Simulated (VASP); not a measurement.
Write the native input for VASP 6.6.1 that does the following.

| Item | Value |
| --- | --- |
| Task | single point |
| Functional | PBE |
| Potentials or basis | VASP PAW PBE potentials, release 64 (Nb_sv, P) |
| Cutoff | 520 eV |
| k mesh | 13 × 13 × 13 |
| Occupations | fermi-dirac, width 0.1 eV |
| Spin | no spin polarisation |
| Dipole correction | no |
| Further INCAR settings | ALGO = Normal; EDIFF = 1e-06; NBANDS = 16 |

The structure of NbP (CsCl type) lies in POSCAR:

```
NbP
1.0
    3.1100332492      0.0000000000      0.0000000000
    0.0000000000      3.1100332492      0.0000000000
    0.0000000000      0.0000000000      3.1100332492
Nb P
1 1
Direct
    0.0000000000      0.0000000000      0.0000000000
    0.5000000000      0.5000000000      0.5000000000
```

These files were run (other wordings do the same):

INCAR

```
ALGO     = Normal         # electronic algorithm
EDIFF    = 1E-6           # SCF threshold, eV
ENCUT    = 520            # plane-wave cutoff, eV
GGA      = PE             # functional
ISIF     = 2              # what is computed and relaxed
ISMEAR   = -1             # smearing method
LASPH    = T              # aspherical terms in the spheres
LCHARG   = F              # write CHGCAR
LREAL    = F              # projectors in reciprocal space
LWAVE    = F              # write WAVECAR
NBANDS   = 16             # bands
NELM     = 80             # most SCF steps
PREC     = Accurate       # precision mode
SIGMA    = 0.1            # smearing width, eV
```

KPOINTS

```
k-points
0
Gamma
  13 13 13
```

Potentials or basis: VASP PAW PBE potentials, release 64 (Nb_sv, P).

Launch:

```console
$ cat potpaw_PBE.64/Nb_sv/POTCAR potpaw_PBE.64/P/POTCAR > POTCAR
$ mpirun -np 1 vasp_std > vasp.out
```

Results of the run:

| Quantity | Value |
| --- | --- |
| Pressure | -0.3 GPa |
| Band gap on the k mesh | zero (band 9 reaches 15.01 eV, above the bottom of band 10 at 11.60 eV) |

It took 16 s on 1 thread of Intel Xeon 6975P-C, on a shared host, peak memory 0.16 GiB.
